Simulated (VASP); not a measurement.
# CuSi48C48 (a cell with a defect) in VASP: single point with PBE

Aim: the single point of CuSi48C48 (a cell with a defect) with PBE.

Program: VASP 6.6.1. These are calculated values, not measurements. Logs are shortened: lines on timing, memory, paths and dates and some standing lists are left out, and cuts for length are marked.

### Step 1. The cell of the first run

The cell holds a defect, 97 atoms: a = 10.718 Å, b = 10.718 Å, c = 10.129 Å, α = 90.00°, β = 90.00°, γ = 120.00°.

### Step 2. Single point, PBE

The input, INCAR:

```
SYSTEM = CuSi48C48
PREC = Accurate
ENCUT = 520
EDIFF = 1E-6
ISMEAR = -1
SIGMA = 0.01
LREAL = Auto
LASPH = .True.
NELM = 120
ALGO = Normal
ISIF = 2
LWAVE = .False.
LCHARG = .True.
GGA = PE
LELF = .True.
LVHAR = .True.
NELECT = 394.0
NBANDS = 252
GGA_COMPAT = .False.
```

The input, KPOINTS:

```
Automatic mesh
0
Gamma
  1 1 1
  0.25 0.25 0.25
```

The input, POSCAR:

```
CuSi48C48
1.0
    9.2818844900      5.3588986200      0.0000000000
   -9.2818845900      5.3588984500      0.0000000000
    0.0000000000      0.0000000000     10.1287833600
Si C Cu
48 48 1
Direct
   -0.0018480370      0.1658749053      0.9382522408
    0.1657129970     -0.0008233682      0.9387826017
    0.3254385599      0.3331579052      0.9448354128
   -0.0009714817      0.3335001556      0.4380591008
    0.1652057982      0.1668124810      0.4372402214
    0.3333498887     -0.0013319296      0.4372408792
   -0.0013688301      0.0000056580      0.6880062766
    0.1628643372      0.3333884749      0.6869129809
    0.3233218460      0.1567829406      0.6811769287
   -0.0000723312      0.0003789255      0.1883519384
    0.1649318924      0.3334273800      0.1902133687
    0.3327781338      0.1662410803      0.1900998419
    0.0013905748      0.6674613447      0.9382284653
    0.1655182554      0.5005811575      0.9382646302
    0.3324123076      0.8316170344      0.9382533184
    0.0010399132      0.8345013276      0.4380417193
    0.1667034412      0.6668213323      0.4378816503
    0.3319057855      0.5001802546      0.4372220952
    0.0012447291      0.5012791346      0.6880155608
    0.1665458346      0.8320919028      0.6880067211
    0.3320932372      0.6668073372      0.6880268109
   -0.0000155001      0.5004077168      0.1883560546
    0.1669175544      0.8333903628      0.1883524828
    0.3329704864      0.6664645498      0.1883584812
    0.4996946299      0.1589044593      0.9448334493
    0.6671171259     -0.0010182029      0.9382644538
    0.8337574150      0.3332266508      0.9388050010
    0.5000392386      0.3335002919      0.4377416148
    0.6667184023      0.1653675271      0.4372214460
    0.8333591920      0.0001648370      0.4378814564
    0.4999281736     -0.0036738316      0.6869135722
    0.6765983322      0.3334663223      0.6811797689
    0.8333478139      0.1655530747      0.6880254146
    0.4999651064     -0.0016039842      0.1902135738
    0.6671168056      0.3334226909      0.1900588923
    0.8330014928      0.1664327769      0.1883584092
    0.4997618735      0.6672205999      0.9388045172
    0.6741683012      0.5076323047      0.9448916414
    0.8339979535      0.8348526791      0.9382285690
    0.5000381305      0.8324910433      0.4380599514
    0.6681736448      0.6683214122      0.4372113104
    0.8348619179      0.5016357613      0.4372100360
    0.5000059848      0.5100493720      0.6811833853
    0.6678178970      0.8347023086      0.6880161095
    0.8371247412      0.6705842552      0.6868696771
    0.4999589637      0.5005791994      0.1900583606
    0.6669448050      0.8334459277      0.1883559079
    0.8350112040      0.6684731760      0.1902200151
   -0.0007854816      0.1662903010      0.7504161940
    0.1633267836     -0.0032103377      0.7505173551
    0.3260592715      0.3332059388      0.7478934175
   -0.0012303677      0.3335184783      0.2506024152
    0.1661960664      0.1671354340      0.2500543707
    0.3336745798     -0.0003417733      0.2500547566
   -0.0001139183      0.0003200979      0.5009348054
    0.1657329309      0.3334267691      0.5002281014
    0.3324256963      0.1658874442      0.4978075868
    0.0001230796      0.0007472963      0.0008434906
    0.1619978452      0.3333071681      0.0032217700
    0.3318753154      0.1653362345      0.0025514748
    0.0005872151      0.6669383711      0.7503826851
    0.1662689172      0.5003769929      0.7504326418
    0.3328293017      0.8326790437      0.7504160825
    0.0013577374      0.8348193400      0.2505984290
    0.1667212394      0.6668499822      0.2500468926
    0.3325751001      0.4998926049      0.2500413523
    0.0000417065      0.5003956909      0.5009396055
    0.1668589530      0.8333483114      0.5009352042
    0.3329974014      0.6665301005      0.5009453120
   -0.0004412056      0.5004511503      0.0008541767
    0.1672858558      0.8335859533      0.0008432052
    0.3327079273      0.6658877025      0.0008608708
    0.4997423380      0.1595203891      0.7478945098
    0.6669133719     -0.0002695226      0.7504324830
    0.8363956480      0.3333501744      0.7505678160
    0.5000428505      0.3335053216      0.2503907142
    0.6664301673      0.1660366165      0.2500414031
    0.8333879069      0.0001821156      0.2500466508
    0.4999654014     -0.0008049041      0.5002285744
    0.6675064971      0.3334375447      0.4978015852
    0.8330676470      0.1664578647      0.5009448806
    0.4998454665     -0.0045406734      0.0032217220
    0.6677569907      0.3333354780      0.0025041073
    0.8324251807      0.1661689955      0.0008613336
    0.4998885588      0.6698573541      0.7505667137
    0.6737484132      0.5072111059      0.7479119254
    0.8334753255      0.8340491943      0.7503826641
    0.5000579471      0.8322323274      0.2506024825
    0.6675314144      0.6673646728      0.2500284337
    0.8339016335      0.5009930763      0.2500282521
    0.4999755830      0.5009691916      0.4978014995
    0.6669338822      0.8335033950      0.5009394154
    0.8342120025      0.6676742708      0.5001771335
    0.4998751112      0.5012202146      0.0025032211
    0.6669894405      0.8330207481      0.0008533841
    0.8377941068      0.6712562771      0.0032251290
    0.5000302950      0.3334844019      0.8098553136
```

Potentials or basis: VASP PAW PBE potentials, release 64 (Si, C, Cu).

Started as:

```bash
cat potpaw_PBE.64/Si/POTCAR potpaw_PBE.64/C/POTCAR potpaw_PBE.64/Cu/POTCAR > POTCAR
mpirun -np 1 vasp_std > vasp.out
```

OUTCAR:

```text
SYSTEM = CuSi48C48
   PREC = Accurate
   ENCUT = 520
   EDIFF = 1E-6
   ISMEAR = -1
   LREAL = Auto
   LASPH = .True.
   NELM = 120
   ISIF = 2
   GGA = PE
   NELECT = 394.0

 ion  position               nearest neighbor table
   1  0.998  0.166  0.938-  84 1.89  58 1.89  59 1.89  49 1.90   3 3.04  39 3.07  26 3.07  27 3.08
                            33 3.09  36 3.09   7 3.10  10 3.10   2 3.10   8 3.11  14 3.11  11 3.12
   2  0.166  0.999  0.939-  58 1.89  71 1.89  60 1.89  50 1.91  39 3.08  13 3.08  10 3.09  23 3.09
                             3 3.10  25 3.10  15 3.10   1 3.10   9 3.11   7 3.11  20 3.11  12 3.11
   3  0.325  0.333  0.945-  59 1.85  60 1.93  94 1.93  51 1.99  97 2.32  11 3.02   1 3.04  14 3.04
                            12 3.09  46 3.09   2 3.10  37 3.10   8 3.14
   4  0.999  0.334  0.438-  67 1.89  56 1.89  81 1.89  52 1.90   8 3.07  11 3.08  42 3.08  29 3.08
                             5 3.09  18 3.09  17 3.09  30 3.09  22 3.09  36 3.10  19 3.10  33 3.10
   5  0.165  0.167  0.437-  55 1.89  56 1.89  53 1.90  57 1.90   9 3.03  11 3.07  30 3.08  12 3.08
                            16 3.08  10 3.08   4 3.09  18 3.09   8 3.10   7 3.11  28 3.11   6 3.12
   6  0.333  0.999  0.437-  68 1.89  79 1.89  54 1.90  57 1.90   9 3.03  34 3.07  17 3.08  12 3.08
                            16 3.08  23 3.08  40 3.09  29 3.09  31 3.10  20 3.11  28 3.11   5 3.12
   7  0.999  0.000  0.688-  87 1.88  49 1.89  50 1.89  55 1.89   9 3.02  45 3.06  44 3.07  33 3.07
                            39 3.09  30 3.09   8 3.09   1 3.10  16 3.10   5 3.11   2 3.11  20 3.12
   8  0.163  0.333  0.687-  51 1.86  62 1.88  49 1.89  56 1.89  19 3.06  33 3.06   4 3.07   7 3.09
                            21 3.09   5 3.10  18 3.10  14 3.11   1 3.11   9 3.13  43 3.13   3 3.14
   9  0.323  0.157  0.681-  50 1.85  57 1.86  73 1.99  51 1.99  97 2.30   7 3.02  20 3.02   6 3.03
[... 115 lines left out ...]
  85  0.500  0.670  0.751-  43 1.85  21 1.89  44 1.89  37 1.91
  86  0.674  0.507  0.748-  45 1.86  97 1.96  38 2.00  43 2.00  32 2.00
  87  0.833  0.834  0.750-   7 1.88  45 1.89  44 1.89  39 1.90
  88  0.500  0.832  0.251-  34 1.88  47 1.89  24 1.89  40 1.90
  89  0.668  0.667  0.250-  48 1.89  47 1.89  46 1.89  41 1.90
  90  0.834  0.501  0.250-  48 1.89  22 1.89  35 1.89  42 1.90
  91  0.500  0.501  0.498-  43 1.86  28 1.90  18 1.90  41 1.90
  92  0.667  0.834  0.501-  41 1.89  40 1.89  44 1.89  30 1.90
  93  0.834  0.668  0.500-  45 1.89  41 1.89  42 1.89  16 1.90
  94  0.500  0.501  0.003-  37 1.89  46 1.90  38 1.93   3 1.93
  95  0.667  0.833  0.001-  26 1.89  39 1.89  37 1.89  47 1.90
  96  0.838  0.671  0.003-  38 1.85  13 1.89  39 1.89  48 1.89
  97  0.500  0.333  0.810-  86 1.96  73 1.97  51 1.97  43 2.30  32 2.30   9 2.30  38 2.31  25 2.32
                             3 2.32

  LATTYP: Found a hexagonal cell.
 ALAT       =    10.7177970733
 C/A-ratio  =     0.9450433975

  Lattice vectors:

 A1 = (   9.2818844900,   5.3588986200,   0.0000000000)
 A2 = (  -9.2818845900,   5.3588984500,   0.0000000000)
 A3 = (   0.0000000000,   0.0000000000,  10.1287833600)

Analysis of symmetry for initial positions (statically):
=====================================================================
 Subroutine PRICEL returns:
 Original cell was already a primitive cell.

 Routine SETGRP: Setting up the symmetry group for a
 hexagonal supercell.

 Subroutine GETGRP returns: Found  1 space group operations
 (whereof  1 operations were pure point group operations)
 out of a pool of 24 trial point group operations.

The static configuration has the point symmetry C_1 .

Analysis of symmetry for dynamics (positions and initial velocities):
=====================================================================
 Subroutine PRICEL returns:
[... 241 lines left out ...]
 SYSTEM =  CuSi48C48
   PREC   = accura    normal or accurate (medium, high low for compatibility)
   ISTART =      0    job   : 0-new  1-cont  2-samecut
   ICHARG =      2    charge: 1-file 2-atom 10-const
   ISPIN  =      1    spin polarized calculation?
   LNONCOLLINEAR =      F non collinear calculations
   LSORBIT =      F    spin-orbit coupling
   LASPH  =      T    aspherical Exc in radial PAW
   ENCUT  =  520.0 eV  38.22 Ry    6.18 a.u.  19.93 19.93 18.83*2*pi/ulx,y,z
   NELM   =    120;   NELMIN=  2; NELMDL= -5     # of ELM steps
   EDIFF  = 0.1E-05   stopping-criterion for ELM
   LREAL  =      T    real-space projection
   EDIFFG = 0.1E-04   stopping-criterion for IOM
   NSW    =      0    number of steps for IOM
   IBRION =     -1    ionic relax: 0-MD 1-quasi-New 2-CG
   NFREE  =      0    steps in history (QN), initial steepest desc. (CG)
   ISIF   =      2    stress and relaxation
   ISYM   =      2    0-nonsym 1-usesym 2-fastsym
   POTIM  = 0.5000    time-step for ionic-motion
   TEBEG  =    0.0;   TEEND  =   0.0 temperature during run
   PSTRESS=    0.0 pullay stress
   NELECT =     394.0000    total number of electrons
   NUPDOWN=      -1.0000    fix difference up-down
   EMIN   =  10.00;   EMAX   =-10.00  energy-range for DOS
   EFERMI =   0.00;   METHOD = LEGACY
   ISMEAR =    -1;   SIGMA  =   0.01  broadening in eV -4-tet -1-fermi 0-gaus
   EFERMI_NEDOS =   21; number of points for ismear=-14 and -15
   IALGO  =     38    algorithm
   IMIX   =      4    mixing-type and parameters
     AMIX     =   0.40;   BMIX     =  1.00
     AMIX_MAG =   1.60;   BMIX_MAG =  1.00
  volume/ion in A,a.u.               =      10.39        70.10
  Fermi-wavevector in a.u.,A,eV,Ry     =   1.197128  2.262244 19.498719  1.433115
  Thomas-Fermi vector in A             =   2.333051
   LORBIT       =      0    0 simple, 1 ext, 2 COOP (PROOUT), +10 PAW based schemes
   GGA     = PE    functional components
   LHFCALC =     F    Hartree Fock is set to
   AEXX    =    0.0000 exact exchange contribution
   IVDW    =     0    specifies the selected vdW correction
   LEPSILON=     F    determine dielectric tensor
   LRPA    =     F    only Hartree local field effects (RPA)
 non-spin polarized calculation
  energy-cutoff  :      520.00
  volume of cell :     1007.63
 maximum number of plane-waves:     27154
   NGX = 39   NGY = 39   NGZ = 37

 number of electron     394.0000008 magnetization

 Free energy of the ion-electron system (eV)
  ---------------------------------------------------
  ext. energy  EPLUGINS =         0.00000000
  ---------------------------------------------------
  free energy    TOTEN  =      -731.09338827 eV

  energy without entropy =     -731.09338827  energy(sigma->0) =     -731.09338827

 E-fermi :   8.3107     XC(G=0): -11.3482

 val. band max:        8.0121773118   @ k =   0.5000   0.2500   0.2500
 cond. band min:      10.7636088773   @ k =  -0.2500  -0.2500   0.2500
 fundamental gap:      2.7514315655
 Fermi energy:         8.3107215084

 k-point     1 :       0.2500    0.2500    0.2500
  band No.  band energies     occupation
      1      -6.9524      2.00000
      2      -6.6226      2.00000
      3      -6.5526      2.00000
      4      -6.3433      2.00000
      5      -6.0190      2.00000
      6      -5.9651      2.00000
[... 1261 lines left out ...]
    208      11.6796      0.00000
    209      11.7236      0.00000
 [bands above 209 left out]

------------------------ aborting loop because EDIFF is reached ----------------------------------------

  FORCE on cell =-STRESS in cart. coord.  units (eV):
  Direction    XX          YY          ZZ          XY          YZ          ZX
  --------------------------------------------------------------------------------------
  -------------------------------------------------------------------------------------
  Total        4.2048326      3.5296817      0.5669298     -0.0272638     -0.0431000      0.0064367
  in kB        6.6859068      5.6123811      0.9014484     -0.0433508     -0.0685313      0.0102347
  external PRESSURE =       4.3999121 kB  Pullay stress =       0.0000000 kB

 VOLUME and BASIS-vectors are now :
 -----------------------------------------------------------------------------
  energy-cutoff  :      520.00
  volume of cell :     1007.63
      direct lattice vectors                 reciprocal lattice vectors
     9.281884490  5.358898620  0.000000000     0.053868370  0.093302756  0.000000000
    -9.281884590  5.358898450  0.000000000    -0.053868372  0.093302755  0.000000000
     0.000000000  0.000000000 10.128783360     0.000000000  0.000000000  0.098728541

 POSITION                                       TOTAL-FORCE (eV/Angst)
 -----------------------------------------------------------------------------------
      7.72510      6.23790      9.50335         0.001187      0.021992      0.004073
     -7.73611      6.24253      9.50873         0.001949      0.023937      0.000454
     -0.07165      3.52935      9.57003        -0.006271      0.011685      0.007156
      6.17736      7.14089      4.43701         0.004739     -0.013258     -0.001125
     -0.01491      1.77925      4.42871         0.001892     -0.011056     -0.003461
     -6.17541      7.13815      4.42872        -0.001920     -0.013266     -0.003140
[... 89 lines left out ...]
      1.54578      8.08685      0.03267         0.002441     -0.019282      0.002815
      1.54586      4.46672      8.20285        -0.000002     -0.008447      0.015431
 -----------------------------------------------------------------------------------
    total drift:                               -0.018051      0.021908     -0.033923

  FREE ENERGIE OF THE ION-ELECTRON SYSTEM (eV)
  ---------------------------------------------------
  free  energy   TOTEN  =      -731.0933882675 eV

  energy  without entropy=     -731.0933882675  energy(sigma->0) =     -731.09338827
```

It took 77 min on 1 thread of Intel Xeon 8259CL, shared host; peak memory 1.6 GiB.

Results:

- Free energy: -731.0934 eV
- Largest force: 0.038 eV/Å

Forces on the atoms (eV/Å):
```
Si   0.001  0.022  0.004
Si   0.002  0.024  0.000
Si  -0.006  0.012  0.007
Si   0.005 -0.013 -0.001
Si   0.002 -0.011 -0.003
Si  -0.002 -0.013 -0.003
Si   0.003 -0.005  0.014
Si   0.000 -0.011  0.020
Si   0.001 -0.015  0.026
Si   0.000  0.016 -0.014
Si   0.000  0.011 -0.013
Si   0.001  0.014 -0.014
Si  -0.004  0.024  0.006
Si   0.002  0.020  0.005
Si  -0.002  0.018  0.004
Si   0.001 -0.010 -0.001
Si  -0.001 -0.009  0.000
Si  -0.001 -0.014 -0.001
Si   0.000 -0.012  0.014
Si  -0.004 -0.003  0.013
Si  -0.003 -0.015  0.014
Si   0.000  0.014 -0.014
Si   0.001  0.017 -0.016
Si   0.000  0.014 -0.015
Si   0.010  0.011  0.008
Si   0.000  0.020  0.004
Si  -0.001  0.016  0.003
Si   0.002 -0.016  0.000
Si   0.001 -0.013  0.001
Si   0.000 -0.012  0.001
Si   0.003 -0.011  0.020
Si  -0.005 -0.016  0.021
Si   0.002 -0.018  0.014
Si   0.002  0.010 -0.015
Si   0.000  0.011 -0.011
Si   0.000  0.013 -0.015
Si  -0.002  0.020  0.003
Si   0.001  0.028  0.009
Si   0.003  0.021  0.007
Si  -0.001 -0.013 -0.003
Si   0.000 -0.012 -0.002
Si  -0.002 -0.012 -0.001
Si   0.005 -0.014  0.020
Si  -0.002 -0.014  0.012
Si   0.002 -0.024  0.022
Si  -0.002  0.013 -0.015
Si   0.000  0.015 -0.016
Si   0.000  0.017 -0.015
C    0.002  0.011 -0.017
C   -0.001  0.004 -0.011
C   -0.017  0.012 -0.013
C    0.001 -0.018  0.015
C    0.002 -0.019  0.011
C    0.000 -0.017  0.011
C   -0.006  0.010 -0.015
C   -0.004  0.009 -0.015
C    0.001  0.012 -0.005
C   -0.003 -0.012  0.002
C   -0.002 -0.013  0.004
C    0.001 -0.008 -0.003
C   -0.005  0.004 -0.012
C    0.005  0.015 -0.017
C   -0.002  0.010 -0.018
C    0.001 -0.021  0.015
C    0.001 -0.019  0.012
C    0.004 -0.013  0.010
C   -0.002  0.013 -0.015
C    0.003  0.009 -0.004
C    0.000  0.010 -0.005
C   -0.001 -0.012  0.002
C    0.000 -0.016  0.009
C    0.002 -0.011  0.005
C    0.021  0.006 -0.008
C   -0.006  0.017 -0.021
C    0.005  0.012 -0.014
C   -0.002 -0.015  0.012
C   -0.003 -0.014  0.010
C   -0.001 -0.019  0.010
C    0.004  0.010 -0.011
C    0.001  0.011 -0.002
C    0.000  0.011 -0.005
C   -0.002 -0.011  0.006
C    0.001 -0.016  0.001
C    0.000 -0.010  0.006
C   -0.005  0.013 -0.018
C   -0.002  0.030 -0.024
C    0.009  0.006 -0.010
C   -0.001 -0.017  0.010
C   -0.003 -0.022  0.011
C    0.004 -0.019  0.011
C   -0.007  0.016 -0.005
C    0.000  0.012 -0.004
C    0.001  0.015 -0.009
C   -0.010 -0.008 -0.002
C   -0.002 -0.012  0.006
C    0.002 -0.019  0.003
Cu   0.000 -0.008  0.015
```

Caveat: the cell carries a net charge on a neutralising background, which shifts energy and pressure; the cell is charged against a uniform background, so pressure and absolute levels hang on convention.
